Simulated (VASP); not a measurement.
# BiTe (Immm) in VASP: notebook

Runs on BiTe. Level: PBE. Tasks: single point.

All numbers are computed with VASP 6.6.1; they aren't measurements. Logs are shortened: lines on timing, memory, paths and dates and some standing lists are left out, and cuts for length are marked.

## (1) The cell of the first run

Symmetry: Immm, No. 71, orthorhombic system. The conventional cell has a = 4.558 Å, b = 4.592 Å, c = 6.470 Å, α = 90.00°, β = 90.00°, γ = 90.00°. Within 4.3 Å of Bi (site symmetry mmm) lie 6 Te at 3.23 to 3.24 Å. Within 4.3 Å of Te (site symmetry mmm) lie 6 Bi at 3.23 to 3.24 Å.

## (2) Single point, PBE (strain +0.0075 x Voigt [0, 0, 0, 1, 0, 0])

INCAR

```
PREC = Accurate
ENCUT = 520
EDIFF = 1E-6
ISMEAR = 0
SIGMA = 0.15
LREAL = False
LASPH = True
NELM = 60
ALGO = Normal
ISIF = 2
LWAVE = False
LCHARG = False
GGA = PE
NBANDS = 18
```

KPOINTS

```
regular mesh
0
Gamma
  14 14 14
```

POSCAR

```
BiTe
1.0
    0.0000000000      3.2471312500      3.2471312500
    3.2350000000      0.0121312500      3.2350000000
    3.2350000000      3.2350000000      0.0121312500
Bi Te
1 1
Direct
    0.0000000000      0.0000000000      0.0000000000
    0.5000000000      0.5000000000      0.5000000000
```

Potentials or basis: VASP PAW PBE potentials, release 64 (Bi_d, Te).

The run is started by

```
$ cat potpaw_PBE.64/Bi_d/POTCAR potpaw_PBE.64/Te/POTCAR > POTCAR
$ mpirun -np 1 vasp_std > vasp.out
```

OUTCAR:

```text
PREC = Accurate
   ENCUT = 520
   EDIFF = 1E-6
   ISMEAR = 0
   LREAL = False
   LASPH = True
   NELM = 60
   ISIF = 2
   GGA = PE

 ion  position               nearest neighbor table
   1  0.000  0.000  0.000-   2 3.23   2 3.23   2 3.24   2 3.24   2 3.24   2 3.24
   2  0.500  0.500  0.500-   1 3.23   1 3.23   1 3.24   1 3.24   1 3.24   1 3.24

  LATTYP: Found a body centered orthorhombic cell.
 ALAT       =     4.5578246960
 B/A-ratio  =     1.0075282309
 C/A-ratio  =     1.4195368255

  Lattice vectors:

 A1 = (  -3.2350000000,   3.2350000000,   0.0121312500)
 A2 = (  -3.2350000000,  -3.2350000000,  -0.0121312500)
 A3 = (   3.2350000000,   0.0121312500,   3.2350000000)

Analysis of symmetry for initial positions (statically):
=====================================================================
 Subroutine PRICEL returns:
 Original cell was already a primitive cell.

 Routine SETGRP: Setting up the symmetry group for a
 body centered orthorhombic supercell.

 Subroutine GETGRP returns: Found  8 space group operations
 (whereof  8 operations were pure point group operations)
 out of a pool of  8 trial point group operations.

The static configuration has the point symmetry D_2h.

Analysis of symmetry for dynamics (positions and initial velocities):
=====================================================================
 Subroutine PRICEL returns:
 Original cell was already a primitive cell.

 Routine SETGRP: Setting up the symmetry group for a
 body centered orthorhombic supercell.

 Subroutine GETGRP returns: Found  8 space group operations
 (whereof  8 operations were pure point group operations)
 out of a pool of  8 trial point group operations.

The dynamic configuration has the point symmetry D_2h.

 Subroutine INISYM returns: Found  8 space group operations
 (whereof  8 operations are pure point group operations),
 and found     1 'primitive' translations

----------------------------------------------------------------------------------------

                                     Primitive cell

  volume of cell :      67.7091

  direct lattice vectors                    reciprocal lattice vectors
     0.000000000  3.247131250  3.247131250    -0.154559505  0.153982073  0.153982073
     3.235000000  0.012131250  3.235000000     0.154559505 -0.155141285  0.155141285
     3.235000000  3.235000000  0.012131250     0.154559505  0.155141285 -0.155141285

  length of vectors
     4.592137053  4.574996958  4.574996958     0.267038570  0.268377118  0.268377118

  position of ions in fractional coordinates (direct lattice)
     0.000000000  0.000000000  0.000000000
     0.500000000  0.500000000  0.500000000

  ion indices of the primitive-cell ions
   primitive index   ion index
                 1           1
                 2           2

----------------------------------------------------------------------------------------

 KPOINTS: regular mesh

Automatic generation of k-mesh.
 Grid dimensions read from file:
 generate k-points for:   14   14   14

 Generating k-lattice:

  Cartesian coordinates                     Fractional coordinates (reciprocal lattice)
    -0.011039965  0.010998719  0.010998719     0.071428571  0.000000000 -0.000000000
     0.011039965 -0.011081520  0.011081520     0.000000000  0.071428571  0.000000000
     0.011039965  0.011081520 -0.011081520     0.000000000  0.000000000  0.071428571

  Length of vectors
     0.019074184  0.019169794  0.019169794

  Shift w.r.t. Gamma in fractional coordinates (k-lattice)
     0.000000000  0.000000000  0.000000000

 Subroutine IBZKPT returns following result:
 ===========================================

 Found    428 irreducible k-points:

 Following reciprocal coordinates:
            Coordinates               Weight
  0.000000  0.000000  0.000000      1.000000
  0.071429  0.000000  0.000000      4.000000
  0.142857  0.000000  0.000000      4.000000
  0.214286  0.000000  0.000000      4.000000
  0.285714  0.000000  0.000000      4.000000
  0.357143  0.000000  0.000000      4.000000
[... 16 lines left out ...]
  0.000000  0.142857 -0.000000      4.000000
  0.071429  0.142857 -0.000000      8.000000
 [... further k-points ...]
   k-points           NKPTS =    428   k-points in BZ     NKDIM =    428   number of bands    NBANDS=     18
   number of dos      NEDOS =    301   number of ions     NIONS =      2
   total plane-waves  NPLWV =  46656
   dimension x,y,z NGX =    36 NGY =   36 NGZ =   36
   dimension x,y,z NGXF=    72 NGYF=   72 NGZF=   72
   ions per type =               1   1
   NGX,Y,Z   is equivalent  to a cutoff of  13.03, 13.08, 13.08 a.u.
   NGXF,Y,Z  is equivalent  to a cutoff of  26.07, 26.16, 26.16 a.u.
 SYSTEM =  unknown system
   PREC   = accura    normal or accurate (medium, high low for compatibility)
   ISTART =      0    job   : 0-new  1-cont  2-samecut
   ICHARG =      2    charge: 1-file 2-atom 10-const
   ISPIN  =      1    spin polarized calculation?
   LNONCOLLINEAR =      F non collinear calculations
   LSORBIT =      F    spin-orbit coupling
   LASPH  =      T    aspherical Exc in radial PAW
   ENCUT  =  520.0 eV  38.22 Ry    6.18 a.u.   8.54  8.51  8.51*2*pi/ulx,y,z
   NELM   =     60;   NELMIN=  2; NELMDL= -5     # of ELM steps
   EDIFF  = 0.1E-05   stopping-criterion for ELM
   LREAL  =      F    real-space projection
   EDIFFG = 0.1E-04   stopping-criterion for IOM
   NSW    =      0    number of steps for IOM
   IBRION =     -1    ionic relax: 0-MD 1-quasi-New 2-CG
   NFREE  =      0    steps in history (QN), initial steepest desc. (CG)
   ISIF   =      2    stress and relaxation
   ISYM   =      2    0-nonsym 1-usesym 2-fastsym
   POTIM  = 0.5000    time-step for ionic-motion
   TEBEG  =    0.0;   TEEND  =   0.0 temperature during run
   PSTRESS=    0.0 pullay stress
   NELECT =      21.0000    total number of electrons
   NUPDOWN=      -1.0000    fix difference up-down
   EMIN   =  10.00;   EMAX   =-10.00  energy-range for DOS
   EFERMI =   0.00;   METHOD = LEGACY
   ISMEAR =     0;   SIGMA  =   0.15  broadening in eV -4-tet -1-fermi 0-gaus
   EFERMI_NEDOS =   21; number of points for ismear=-14 and -15
   IALGO  =     38    algorithm
   IMIX   =      4    mixing-type and parameters
     AMIX     =   0.40;   BMIX     =  1.00
     AMIX_MAG =   1.60;   BMIX_MAG =  1.00
  volume/ion in A,a.u.               =      33.85       228.46
  Fermi-wavevector in a.u.,A,eV,Ry     =   1.108151  2.094102 16.707941  1.227999
  Thomas-Fermi vector in A             =   2.244675
   LORBIT       =      0    0 simple, 1 ext, 2 COOP (PROOUT), +10 PAW based schemes
   GGA     = PE    functional components
   LHFCALC =     F    Hartree Fock is set to
   AEXX    =    0.0000 exact exchange contribution
   IVDW    =     0    specifies the selected vdW correction
   LEPSILON=     F    determine dielectric tensor
   LRPA    =     F    only Hartree local field effects (RPA)
 non-spin polarized calculation
 Gauss-broadening in eV      SIGMA  =   0.15
  energy-cutoff  :      520.00
  volume of cell :       67.71
 maximum number of plane-waves:      1849
 NGX is ok and might be reduce to    36
   NGX = 17   NGY = 17   NGZ = 17

 number of electron      21.0000001 magnetization

 Free energy of the ion-electron system (eV)
  ---------------------------------------------------
  ext. energy  EPLUGINS =         0.00000000
  ---------------------------------------------------
  free energy    TOTEN  =        -7.17981612 eV

  energy without entropy =       -7.16350320  energy(sigma->0) =       -7.17165966

 E-fermi :   6.6650     XC(G=0):  -9.4343

 val. band max:        6.6632734174   @ k =   0.0714   0.5000  -0.0000
 cond. band min:       6.6687369548   @ k =  -0.3571   0.3571   0.1429
 fundamental gap:      0.0054635374
 Fermi energy:         6.6650469567

 k-point     1 :       0.0000    0.0000    0.0000
  band No.  band energies     occupation
      1     -16.5000      2.00000
      2     -16.5000      2.00000
      3     -16.4975      2.00000
      4     -16.4970      2.00000
      5     -16.4966      2.00000
      6      -6.8727      2.00000
[... 10 lines left out ...]
     17      12.7664      0.00000
     18      13.2094      0.00000

 k-point     2 :       0.0714    0.0000    0.0000
  band No.  band energies     occupation
      1     -16.5002      2.00000
      2     -16.5002      2.00000
      3     -16.4973      2.00000
      4     -16.4968      2.00000
      5     -16.4963      2.00000
      6      -6.8272      2.00000
[... 10 lines left out ...]
     17      13.0896      0.00000
     18      13.5669      0.00000

 k-point     3 :       0.1429    0.0000    0.0000
  band No.  band energies     occupation
      1     -16.5007      2.00000
      2     -16.5007      2.00000
      3     -16.4970      2.00000
      4     -16.4961      2.00000
      5     -16.4955      2.00000
      6      -6.6914      2.00000
[... 10 lines left out ...]
     17      13.8919      0.00000
     18      14.2707      0.00000

 k-point     4 :       0.2143    0.0000    0.0000
  band No.  band energies     occupation
      1     -16.5016      2.00000
      2     -16.5016      2.00000
      3     -16.4965      2.00000
      4     -16.4948      2.00000
      5     -16.4941      2.00000
      6      -6.4671      2.00000
[... 10 lines left out ...]
     17      14.9085      0.00000
     18      15.2522      0.00000

 k-point     5 :       0.2857    0.0000    0.0000
  band No.  band energies     occupation
      1     -16.5027      2.00000
      2     -16.5026      2.00000
      3     -16.4961      2.00000
      4     -16.4932      2.00000
      5     -16.4925      2.00000
      6      -6.1579      2.00000
[... 10 lines left out ...]
     17      15.8463      0.00000
     18      16.3672      0.00000

 k-point     6 :       0.3571    0.0000    0.0000
  band No.  band energies     occupation
      1     -16.5037      2.00000
      2     -16.5036      2.00000
      3     -16.4958      2.00000
      4     -16.4918      2.00000
      5     -16.4911      2.00000
      6      -5.7700      2.00000
[... 10 lines left out ...]
     17      16.0149      0.00000
     18      17.3398      0.00000

 k-point     7 :       0.4286    0.0000    0.0000
  band No.  band energies     occupation
      1     -16.5044      2.00000
      2     -16.5043      2.00000
      3     -16.4955      2.00000
      4     -16.4909      2.00000
      5     -16.4901      2.00000
      6      -5.3160      2.00000
[... 10 lines left out ...]
     17      15.2417      0.00000
     18      16.5159      0.00000

 k-point     8 :       0.5000    0.0000    0.0000
  band No.  band energies     occupation
      1     -16.5046      2.00000
      2     -16.5045      2.00000
      3     -16.4954      2.00000
      4     -16.4905      2.00000
      5     -16.4897      2.00000
      6      -4.9259      2.00000
[... 10 lines left out ...]
     17      14.8839      0.00000
     18      15.8157      0.00000
[... 229 lines left out ...]
     17      15.4028      0.00000
     18      16.5208      0.00000

 k-point    20 :      -0.2143    0.0714    0.0000
  band No.  band energies     occupation
      1     -16.5025      2.00000
      2     -16.5016      2.00000
      3     -16.4964      2.00000
      4     -16.4945      2.00000
      5     -16.4930      2.00000
      6      -6.3348      2.00000
[... 10 lines left out ...]
     17      14.4344      0.00000
     18      15.9752      0.00000

 k-point    21 :      -0.1429    0.0714    0.0000
  band No.  band energies     occupation
      1     -16.5016      2.00000
      2     -16.5007      2.00000
      3     -16.4968      2.00000
      4     -16.4958      2.00000
      5     -16.4945      2.00000
      6      -6.5865      2.00000
[... 10 lines left out ...]
     17      13.6046      0.00000
     18      14.9613      0.00000

 k-point    22 :      -0.0714    0.0714    0.0000
  band No.  band energies     occupation
      1     -16.5008      2.00000
      2     -16.5002      2.00000
      3     -16.4970      2.00000
      4     -16.4966      2.00000
      5     -16.4958      2.00000
      6      -6.7514      2.00000
[... 10 lines left out ...]
     17      13.1815      0.00000
     18      14.0300      0.00000

 k-point    23 :       0.0000    0.1429   -0.0000
  band No.  band energies     occupation
      1     -16.5008      2.00000
      2     -16.5008      2.00000
      3     -16.4964      2.00000
      4     -16.4963      2.00000
      5     -16.4956      2.00000
      6      -6.6901      2.00000
[... 10 lines left out ...]
     17      13.9058      0.00000
     18      14.2856      0.00000

 k-point    24 :       0.0714    0.1429   -0.0000
  band No.  band energies     occupation
      1     -16.5014      2.00000
      2     -16.4999      2.00000
      3     -16.4972      2.00000
      4     -16.4959      2.00000
      5     -16.4956      2.00000
      6      -6.7060      2.00000
[... 10 lines left out ...]
     17      13.3583      0.00000
     18      13.6819      0.00000

 [... further k-points ...]

------------------------ aborting loop because EDIFF is reached ----------------------------------------

  FORCE on cell =-STRESS in cart. coord.  units (eV):
  Direction    XX          YY          ZZ          XY          YZ          ZX
  --------------------------------------------------------------------------------------
  -------------------------------------------------------------------------------------
  Total        0.2895917      0.2904163      0.2904163      0.0000000      0.0005207      0.0000000
  in kB        6.8525134      6.8720262      6.8720262      0.0000000      0.0123202      0.0000000
  external PRESSURE =       6.8655219 kB  Pullay stress =       0.0000000 kB

 VOLUME and BASIS-vectors are now :
 -----------------------------------------------------------------------------
  energy-cutoff  :      520.00
  volume of cell :       67.71
      direct lattice vectors                 reciprocal lattice vectors
     0.000000000  3.247131250  3.247131250    -0.154559505  0.153982073  0.153982073
     3.235000000  0.012131250  3.235000000     0.154559505 -0.155141285  0.155141285
     3.235000000  3.235000000  0.012131250     0.154559505  0.155141285 -0.155141285

 POSITION                                       TOTAL-FORCE (eV/Angst)
 -----------------------------------------------------------------------------------
      0.00000      0.00000      0.00000         0.000000      0.000000      0.000000
      3.23500      3.24713      3.24713        -0.000000     -0.000000     -0.000000
 -----------------------------------------------------------------------------------
    total drift:                               -0.000000      0.000000      0.000000

  FREE ENERGIE OF THE ION-ELECTRON SYSTEM (eV)
  ---------------------------------------------------
  free  energy   TOTEN  =        -7.1798161236 eV

  energy  without entropy=       -7.1635031954  energy(sigma->0) =       -7.17165966
```

Wall time 4.2 min (1 thread of Intel Xeon 6975P-C (Granite Rapids), shared host); peak memory 0.61 GiB.

What came out:

```
Free energy : -7.1798 eV
Pressure    : 0.7 GPa
```

Caveat: the cell differs from its parent crystal (strain +0.0075 x Voigt [0, 0, 0, 1, 0, 0]); spin-orbit coupling is left out, which moves the levels of the heavy elements.

## (3) Single point, PBE (strain +0.0025 x Voigt [0, 0, 0, 1, 0, 0])

INCAR

```
PREC = Accurate
ENCUT = 520
EDIFF = 1E-7
ISMEAR = 0
SIGMA = 0.15
LREAL = F
LASPH = T
NELM = 60
ALGO = Normal
ISIF = 2
LWAVE = F
LCHARG = T
GGA = PE
LELF = T
LVHAR = T
NBANDS = 18
```

KPOINTS

```
Automatic mesh
0
Gamma
  14 14 14
```

POSCAR

```
BiTe
1.0
    0.0000000000      3.2390437500      3.2390437500
    3.2350000000      0.0040437500      3.2350000000
    3.2350000000      3.2350000000      0.0040437500
Bi Te
1 1
Direct
    0.0000000000      0.0000000000      0.0000000000
    0.5000000000      0.5000000000      0.5000000000
```

Potentials or basis: VASP PAW PBE potentials, release 64 (Bi_d, Te).

The run is started by

```
$ cat potpaw_PBE.64/Bi_d/POTCAR potpaw_PBE.64/Te/POTCAR > POTCAR
$ mpirun -np 1 vasp_std > vasp.out
```

Run time: 5.3 min. Hardware: 1 thread of Intel Xeon 6975P-C (Granite Rapids), shared host; peak memory 0.62 GiB.

It converged, with:

- Free energy: -7.1798 eV
- Pressure: 0.7 GPa

Levels at points of the mesh, in eV from the Fermi level:
```csv
k point,band 7,band 8,band 9,band 10,band 11,band 12,band 13,band 14
"(0.00, 0.00, 0.00)",-8.14,-2.57,-2.56,-2.55,2.14,2.14,2.14,4.64
"(0.50, 0.00, 0.00)",-11.26,-1.93,-1.93,-1.61,-0.82,-0.63,-0.63,7.31
"(0.00, 0.50, 0.00)",-11.26,-1.94,-1.93,-1.62,-0.84,-0.64,-0.64,7.32
"(0.50, 0.50, 0.00)",-9.97,-5.67,-4.03,-4.03,2.23,3.58,3.58,4.94
"(0.00, 0.50, 0.50)",-9.97,-5.67,-4.04,-4.02,2.23,3.57,3.58,4.94
```

Caveat: the cell differs from its parent crystal (strain +0.0025 x Voigt [0, 0, 0, 1, 0, 0]); spin-orbit coupling is left out, which moves the levels of the heavy elements.
